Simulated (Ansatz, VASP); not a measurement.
**ZnGaAs2: VASP beside Ansatz**

INCAR

```
ALGO     = Normal         # electronic algorithm
EDIFF    = 1E-6           # SCF threshold, eV
EDIFFG   = -0.05          # ionic threshold
ENCUT    = 600            # plane-wave cutoff, eV
GGA      = CA             # functional
IBRION   = 2              # ionic algorithm
ISIF     = 3              # what is computed and relaxed
ISMEAR   = -1             # smearing method
LASPH    = T              # aspherical terms in the spheres
LCHARG   = F              # write CHGCAR
LREAL    = F              # projectors in reciprocal space
LWAVE    = F              # write WAVECAR
NELM     = 60             # most SCF steps
NSW      = 60             # ionic steps
PREC     = Accurate       # precision mode
SIGMA    = 0.1            # smearing width, eV
```

KPOINTS

```
k-points
0
Gamma
  4 4 4
```

File POSCAR:

```
ZnGaAs2
1.0
    0.0000000000      5.6300340000      0.0000000000
    5.6300340000      0.0000000000      0.0000000000
    2.8150170000      2.8150170000     -5.6300340000
Ga As Zn
2 4 2
Direct
    0.5000000000      0.5000000000      0.0000000000
    0.2500000000      0.7500000000      0.5000000000
    0.3750000000      0.3620000000      0.7500000000
    0.6380000000      0.1250000000      0.2500000000
    0.8750000000      0.8880000000      0.7500000000
    0.1120000000      0.6250000000      0.2500000000
    0.0000000000      0.0000000000      0.0000000000
    0.7500000000      0.2500000000      0.5000000000
```

Input for Ansatz:

```yaml
crystal:
  lattice:
    - [0.0, 5.630034, 0.0]
    - [5.630034, 0.0, 0.0]
    - [2.815017, 2.815017, -5.630034]
  atoms:
    - { symbol: Ga, position: [0.5, 0.5, 0.0] }
    - { symbol: Ga, position: [0.25, 0.75, 0.5] }
    - { symbol: As, position: [0.375, 0.362, 0.75] }
    - { symbol: As, position: [0.638, 0.125, 0.25] }
    - { symbol: As, position: [0.875, 0.888, 0.75] }
    - { symbol: As, position: [0.112, 0.625, 0.25] }
    - { symbol: Zn, position: [0.0, 0.0, 0.0] }
    - { symbol: Zn, position: [0.75, 0.25, 0.5] }
  symmetry: { tolerance: 0.0003 }
kpoints:
  mp_grid: { grid: [4, 4, 4], shift: [0, 0, 0] }
magnetization:
  spin_polarized: false
scf:
  occupations: { method: fermi_dirac }
hamiltonian:
  pseudopotentials: { kind: paw }
  xc: lda
basis:
  ecutwfc: 500
output:
  forces: true
  stress: true
  eigenvalues: true
relax:
  max_steps: 40
  cell: {}
  f_tol: 0.05
  max_displacement: 0.3
```

Alike in both runs: task relaxation of cell and atoms; functional LDA; k mesh 4 × 4 × 4; no spin polarisation.

|  | VASP | Ansatz |
| --- | --- | --- |
| version | VASP 6.6.1 | Ansatz 0.2.0 |
| potentials or method | VASP PAW LDA potentials, release 64 (Ga_d, As, Zn), cutoff 600 eV | PAW plane waves |
| occupations | fermi-dirac, width 0.1 eV | fermi-dirac |
| valence electrons in the cell | 70 | 110 |

VASP gave:

- gap on the k mesh at the Fermi level, each at its own relaxed structure (eV): none
- relaxed volume (Å³/atom): 21.57
- relaxed cell length with the largest relative difference (Å): 6.815

Question: What did Ansatz give for the same quantities?

Answer: gap on the k mesh at the Fermi level, each at its own relaxed structure (eV): none; relaxed volume (Å³/atom): 21.50; relaxed cell length with the largest relative difference (Å): 6.784.

LDA's correlation is that of Perdew and Zunger in VASP and of Perdew and Wang (1992) in Ansatz. A gap of «none» marks a metal or a gap that the smearing closes. VASP's potentials hold 70 valence electrons a cell and Ansatz's 110, so a difference there can come from the potentials and not from the codes.
